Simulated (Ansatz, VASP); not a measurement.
# Ni in VASP and in Ansatz

INCAR

```
SYSTEM = Ni
  ALGO = Normal
  EDIFF = 1E-6
  ENCUT = 520
  GGA = PS
  ISIF = 2
  ISMEAR = -1
  ISPIN = 2
  LASPH = .True.
  LCHARG = .False.
  LMAXMIX = 4
  LORBIT = 11
  LREAL = .False.
  LWAVE = .False.
  MAGMOM = 2.5
  NBANDS = 15
  NELM = 150
  PREC = Accurate
  SIGMA = 0.05
```

The input KPOINTS:

```
k-points
0
Gamma
  13 13 13
  0 0 0
```

File POSCAR:

```
Ni
1.0
   -1.3837154700      1.3837154700      1.3837154700
    1.3837154700     -1.3837154700      1.3837154700
    1.3837154700      1.3837154700     -1.3837154700
Ni
1
Direct
    0.0000000000      0.0000000000      0.0000000000
```

Contents of input.yaml:

```yaml
crystal:
  lattice:
    - [-1.38371547, 1.38371547, 1.38371547]
    - [1.38371547, -1.38371547, 1.38371547]
    - [1.38371547, 1.38371547, -1.38371547]
  atoms:
    - { symbol: Ni, position: [0.0, 0.0, 0.0], spin: 2.5 }
hamiltonian:
  xc: pbesol
  pseudopotentials: { kind: paw }
magnetization:
  spin_polarized: true
kpoints:
  mp_grid: { grid: [13, 13, 13] }
scf:
  occupations: { method: fermi_dirac, width: 0.05 }
output:
  forces: true
  stress: true
  eigenvalues: true
```

Alike in both runs: task single point; functional PBEsol; k mesh 13 × 13 × 13; occupations fermi-dirac, width 0.05 eV; collinear spin.

|  | VASP | Ansatz |
| --- | --- | --- |
| version | VASP 6.6.1 | Ansatz 0.2.0 |
| potentials or method | VASP PAW PBE potentials, release 64 (Ni) | Ansatz PAW |
| plane-wave cutoff (eV) | 520 | 420 |
| valence electrons in the cell | 10 | 18 |

Ansatz gave:

```
gap on the k mesh at the Fermi level (eV)                     : none
pressure (GPa)                                                : -2.4
net moment per atom (μB)                                      : 0.59
size of the moment on the site where the two differ most (μB) : 0.62
```

Problem. Estimate VASP's values.

Solution. gap on the k mesh at the Fermi level (eV): none; pressure (GPa): -2.4; net moment per atom (μB): 0.58; size of the moment on the site where the two differ most (μB): 0.58.

VASP's potentials were made for PBE, not for PBEsol. Site moments also hang on the region over which each program counts them. A gap of «none» marks a metal or a gap that the smearing closes. The functional is the same, so the differences come from potentials, cutoffs and numerics. VASP's potentials hold 10 valence electrons a cell and Ansatz's 18, so a difference there can come from the potentials and not from the codes.
